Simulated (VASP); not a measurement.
# TiSi in VASP: single point with PBEsol

Aim: the single point of TiSi with PBEsol.

Everything below comes from runs of VASP 6.6.1. Logs are shortened: lines on timing, memory, paths and dates and some standing lists are left out, and cuts for length are marked.

## Step 1: The cell of the first run

The typed cell holds 2 atoms: a = 4.220 Å, b = 2.879 Å, c = 2.879 Å, α = 88.30°, β = 90.00°, γ = 90.00°.

## Step 2: Single point, PBEsol (strain +0.1125 x Voigt [1, 1, 0, 0, 0, 0])

Input file INCAR:

```
SYSTEM = TiSi
  PREC = Accurate
  ENCUT = 520
  EDIFF = 1E-6
  ISMEAR = 0
  SIGMA = 0.15
  LREAL = .False.
  LASPH = .True.
  NELM = 60
  ALGO = Normal
  ISIF = 2
  LWAVE = .False.
  LCHARG = .False.
  GGA = PS
  NBANDS = 15
```

Input file KPOINTS:

```
Automatic mesh
0
Gamma
  16 22 22
  0 0 0
```

Input file POSCAR:

```
TiSi
1.0
    4.2198956769      0.0000000000      0.0000000000
    0.0000000000      2.0056657123      2.0659937855
    0.0000000000     -2.0056657123      2.0659937855
Ti Si
1 1
Direct
    0.0000000000      0.0507344298      0.0507344298
    0.5000000000      0.5507655702      0.5507655702
```

Potentials or basis: VASP PAW PBE potentials, release 64 (Ti_sv, Si).

The run is started by

```console
$ cat potpaw_PBE.64/Ti_sv/POTCAR potpaw_PBE.64/Si/POTCAR > POTCAR
$ mpirun -np 1 vasp_std > vasp.out
```

OUTCAR:

```text
SYSTEM = TiSi
   PREC = Accurate
   ENCUT = 520
   EDIFF = 1E-6
   ISMEAR = 0
   LREAL = .False.
   LASPH = .True.
   NELM = 60
   ISIF = 2
   GGA = PS

 ion  position               nearest neighbor table
   1  0.000  0.051  0.051-   2 2.91   2 2.91   2 2.91   2 2.91   2 2.95   2 2.95   2 2.95   2 2.95

   2  0.500  0.551  0.551-   1 2.91   1 2.91   1 2.91   1 2.91   1 2.95   1 2.95   1 2.95   1 2.95

  LATTYP: Found a base centered orthorhombic cell.
 ALAT       =     4.0113314246
 B/A-ratio  =     1.0300788276
 C/A-ratio  =     1.0519937722

  Lattice vectors:

 A1 = (   0.0000000000,   2.0056657123,  -2.0659937855)
 A2 = (   0.0000000000,   2.0056657123,   2.0659937855)
 A3 = (   4.2198956769,   0.0000000000,   0.0000000000)

Analysis of symmetry for initial positions (statically):
=====================================================================
 Subroutine PRICEL returns:
 Original cell was already a primitive cell.

 Routine SETGRP: Setting up the symmetry group for a
 base centered orthorhombic supercell.

 Subroutine GETGRP returns: Found  4 space group operations
 (whereof  4 operations were pure point group operations)
 out of a pool of  8 trial point group operations.

The static configuration has the point symmetry C_2v.

Analysis of symmetry for dynamics (positions and initial velocities):
=====================================================================
 Subroutine PRICEL returns:
 Original cell was already a primitive cell.

 Routine SETGRP: Setting up the symmetry group for a
 base centered orthorhombic supercell.

 Subroutine GETGRP returns: Found  4 space group operations
 (whereof  4 operations were pure point group operations)
 out of a pool of  8 trial point group operations.

The dynamic configuration has the point symmetry C_2v.

 Subroutine INISYM returns: Found  4 space group operations
 (whereof  4 operations are pure point group operations),
 and found     1 'primitive' translations

----------------------------------------------------------------------------------------

                                     Primitive cell

  volume of cell :      34.9719

  direct lattice vectors                    reciprocal lattice vectors
     4.219895677  0.000000000  0.000000000     0.236972683  0.000000000  0.000000000
     0.000000000  2.005665712  2.065993785     0.000000000  0.249293787  0.242014281
     0.000000000 -2.005665712  2.065993785     0.000000000 -0.249293787  0.242014281

  length of vectors
     4.219895677  2.879414050  2.879414050     0.236972683  0.347445397  0.347445397

  position of ions in fractional coordinates (direct lattice)
     0.000000000  0.050734430  0.050734430
     0.500000000  0.550765570  0.550765570

  ion indices of the primitive-cell ions
   primitive index   ion index
                 1           1
                 2           2

----------------------------------------------------------------------------------------

 KPOINTS: Automatic mesh

Automatic generation of k-mesh.
 Grid dimensions read from file:
 generate k-points for:   16   22   22

 Generating k-lattice:

  Cartesian coordinates                     Fractional coordinates (reciprocal lattice)
     0.014810793  0.000000000  0.000000000     0.062500000  0.000000000  0.000000000
     0.000000000  0.011331536  0.011000649     0.000000000  0.045454545  0.000000000
     0.000000000 -0.011331536  0.011000649     0.000000000  0.000000000  0.045454545

  Length of vectors
     0.014810793  0.015792973  0.015792973

  Shift w.r.t. Gamma in fractional coordinates (k-lattice)
     0.000000000  0.000000000  0.000000000

 Subroutine IBZKPT returns following result:
 ===========================================

 Found   1197 irreducible k-points:

 Following reciprocal coordinates:
            Coordinates               Weight
  0.000000  0.000000  0.000000      1.000000
  0.062500  0.000000  0.000000      2.000000
  0.125000  0.000000  0.000000      2.000000
  0.187500  0.000000  0.000000      2.000000
  0.250000  0.000000  0.000000      2.000000
  0.312500  0.000000  0.000000      2.000000
[... 16 lines left out ...]
  0.250000  0.090909 -0.000000      8.000000
  0.312500  0.090909 -0.000000      8.000000
 [... further k-points ...]
   k-points           NKPTS =   1197   k-points in BZ     NKDIM =   1197   number of bands    NBANDS=     15
   number of dos      NEDOS =    301   number of ions     NIONS =      2
   total plane-waves  NPLWV =  18432
   dimension x,y,z NGX =    32 NGY =   24 NGZ =   24
   dimension x,y,z NGXF=    64 NGYF=   48 NGZF=   48
   ions per type =               1   1
   NGX,Y,Z   is equivalent  to a cutoff of  12.61, 13.86, 13.86 a.u.
   NGXF,Y,Z  is equivalent  to a cutoff of  25.21, 27.71, 27.71 a.u.
 SYSTEM =  TiSi
   PREC   = accura    normal or accurate (medium, high low for compatibility)
   ISTART =      0    job   : 0-new  1-cont  2-samecut
   ICHARG =      2    charge: 1-file 2-atom 10-const
   ISPIN  =      1    spin polarized calculation?
   LNONCOLLINEAR =      F non collinear calculations
   LSORBIT =      F    spin-orbit coupling
   LASPH  =      T    aspherical Exc in radial PAW
   ENCUT  =  520.0 eV  38.22 Ry    6.18 a.u.   7.85  5.35  5.35*2*pi/ulx,y,z
   NELM   =     60;   NELMIN=  2; NELMDL= -5     # of ELM steps
   EDIFF  = 0.1E-05   stopping-criterion for ELM
   LREAL  =      F    real-space projection
   EDIFFG = 0.1E-04   stopping-criterion for IOM
   NSW    =      0    number of steps for IOM
   IBRION =     -1    ionic relax: 0-MD 1-quasi-New 2-CG
   NFREE  =      0    steps in history (QN), initial steepest desc. (CG)
   ISIF   =      2    stress and relaxation
   ISYM   =      2    0-nonsym 1-usesym 2-fastsym
   POTIM  = 0.5000    time-step for ionic-motion
   TEBEG  =    0.0;   TEEND  =   0.0 temperature during run
   PSTRESS=    0.0 pullay stress
   NELECT =      16.0000    total number of electrons
   NUPDOWN=      -1.0000    fix difference up-down
   EMIN   =  10.00;   EMAX   =-10.00  energy-range for DOS
   EFERMI =   0.00;   METHOD = LEGACY
   ISMEAR =     0;   SIGMA  =   0.15  broadening in eV -4-tet -1-fermi 0-gaus
   EFERMI_NEDOS =   21; number of points for ismear=-14 and -15
   IALGO  =     38    algorithm
   IMIX   =      4    mixing-type and parameters
     AMIX     =   0.40;   BMIX     =  1.00
     AMIX_MAG =   1.60;   BMIX_MAG =  1.00
  volume/ion in A,a.u.               =      17.49       118.00
  Fermi-wavevector in a.u.,A,eV,Ry     =   1.261465  2.383822 21.650855  1.591293
  Thomas-Fermi vector in A             =   2.394922
   LORBIT       =      0    0 simple, 1 ext, 2 COOP (PROOUT), +10 PAW based schemes
   GGA     = PS    functional components
   LHFCALC =     F    Hartree Fock is set to
   AEXX    =    0.0000 exact exchange contribution
   IVDW    =     0    specifies the selected vdW correction
   LEPSILON=     F    determine dielectric tensor
   LRPA    =     F    only Hartree local field effects (RPA)
 non-spin polarized calculation
 Gauss-broadening in eV      SIGMA  =   0.15
  energy-cutoff  :      520.00
  volume of cell :       34.97
 maximum number of plane-waves:       960
 NGX is ok and might be reduce to    32
   NGX = 15   NGY = 11   NGZ = 11

 number of electron      15.9999992 magnetization

 Free energy of the ion-electron system (eV)
  ---------------------------------------------------
  ext. energy  EPLUGINS =         0.00000000
  ---------------------------------------------------
  free energy    TOTEN  =       -14.75394321 eV

  energy without entropy =      -14.73948719  energy(sigma->0) =      -14.74671520

 E-fermi :   8.1552     XC(G=0): -11.0335

 val. band max:        8.1523216298   @ k =   0.3125  -0.1818   0.1818
 cond. band min:       8.1581393040   @ k =   0.5000   0.0455  -0.0000
 fundamental gap:      0.0058176742
 Fermi energy:         8.1552000620

 k-point     1 :       0.0000    0.0000    0.0000
  band No.  band energies     occupation
      1     -48.7694      2.00000
      2     -25.2460      2.00000
      3     -24.8660      2.00000
      4     -24.8433      2.00000
      5      -2.7833      2.00000
      6       5.7956      2.00000
      7       5.8254      2.00000
      8       7.0380      2.00000
      9       9.7327      0.00000
     10       9.8330      0.00000
     11      10.8027      0.00000
     12      12.2857      0.00000
     13      12.9979      0.00000
     14      13.1663      0.00000
     15      15.7894      0.00000

 k-point     2 :       0.0625    0.0000    0.0000
  band No.  band energies     occupation
      1     -48.7694      2.00000
      2     -25.2464      2.00000
      3     -24.8660      2.00000
      4     -24.8433      2.00000
      5      -2.7575      2.00000
      6       5.1989      2.00000
      7       6.3734      2.00000
      8       7.0435      2.00000
      9       9.7037      0.00000
     10       9.8077      0.00000
     11      10.8032      0.00000
     12      12.3952      0.00000
     13      13.0615      0.00000
     14      13.2237      0.00000
     15      15.7492      0.00000

 k-point     3 :       0.1250    0.0000    0.0000
  band No.  band energies     occupation
      1     -48.7693      2.00000
      2     -25.2476      2.00000
      3     -24.8659      2.00000
      4     -24.8432      2.00000
      5      -2.6818      2.00000
      6       4.5678      2.00000
      7       6.8639      2.00000
      8       7.0594      2.00000
      9       9.6252      0.00000
     10       9.7390      0.00000
     11      10.8046      0.00000
     12      12.7165      0.00000
     13      13.2418      0.00000
     14      13.3869      0.00000
     15      15.6374      0.00000
[... 343 lines left out ...]
 k-point    23 :       0.2500    0.0909   -0.0000
  band No.  band energies     occupation
      1     -48.7655      2.00000
      2     -25.2478      2.00000
      3     -24.8897      2.00000
      4     -24.8485      2.00000
      5      -2.2701      2.00000
      6       3.4915      2.00000
      7       7.1591      2.00000
      8       7.5743      2.00000
      9       9.2962      0.00000
     10       9.5293      0.00000
     11      10.6640      0.00000
     12      12.4957      0.00000
     13      14.0006      0.00000
     14      14.0486      0.00000
     15      16.2202      0.00000

 k-point    24 :       0.3125    0.0909   -0.0000
  band No.  band energies     occupation
      1     -48.7655      2.00000
      2     -25.2499      2.00000
      3     -24.8896      2.00000
      4     -24.8485      2.00000
      5      -2.1032      2.00000
      6       2.9867      2.00000
      7       7.1986      2.00000
      8       7.8240      1.99820
      9       9.1207      0.00000
     10       9.4326      0.00000
     11      10.6720      0.00000
     12      12.7913      0.00000
     13      14.3107      0.00000
     14      14.7671      0.00000
     15      16.1295      0.00000

 [... further k-points ...]
[... 5 lines left out ...]
  --------------------------------------------------------------------------------------
  -------------------------------------------------------------------------------------
  Total       -5.5678523     -4.1351425     -3.8342180      0.0000000      0.0000000      0.0000000
  in kB     -255.0815315   -189.4444095   -175.6580717      0.0000000      0.0000000      0.0000000
  external PRESSURE =    -206.7280043 kB  Pullay stress =       0.0000000 kB

 VOLUME and BASIS-vectors are now :
 -----------------------------------------------------------------------------
  energy-cutoff  :      520.00
  volume of cell :       34.97
      direct lattice vectors                 reciprocal lattice vectors
     4.219895677  0.000000000  0.000000000     0.236972683  0.000000000  0.000000000
     0.000000000  2.005665712  2.065993785     0.000000000  0.249293787  0.242014281
     0.000000000 -2.005665712  2.065993785     0.000000000 -0.249293787  0.242014281

 POSITION                                       TOTAL-FORCE (eV/Angst)
 -----------------------------------------------------------------------------------
      0.00000      0.00000      0.20963         0.000000      0.000000     -0.000040
      2.10995      0.00000      2.27576         0.000000      0.000000      0.000040
 -----------------------------------------------------------------------------------
    total drift:                               -0.000000      0.000000     -0.000186

  FREE ENERGIE OF THE ION-ELECTRON SYSTEM (eV)
  ---------------------------------------------------
  free  energy   TOTEN  =       -14.7539432144 eV

  energy  without entropy=      -14.7394871869  energy(sigma->0) =      -14.74671520
```

Wall time 4.1 min (1 thread of Intel Xeon Platinum 8488C (Sapphire Rapids), shared host); peak memory 0.68 GiB.

Results:

| Quantity | Value |
| --- | --- |
| Free energy | -14.7539 eV |
| Pressure | -20.7 GPa |
| Band gap on the k mesh | zero (bands 8 and 9 overlap by 1.18 eV) |

Stress tensor (GPa, compression positive):
```
-25.51   0.00   0.00
  0.00 -18.94   0.00
  0.00   0.00 -17.57
```

Caveat: the cell differs from its parent crystal (strain +0.1125 x Voigt [1, 1, 0, 0, 0, 0]); the cell stands under tension; the PAW data sets were made with another functional, which shifts forces and pressure a little.
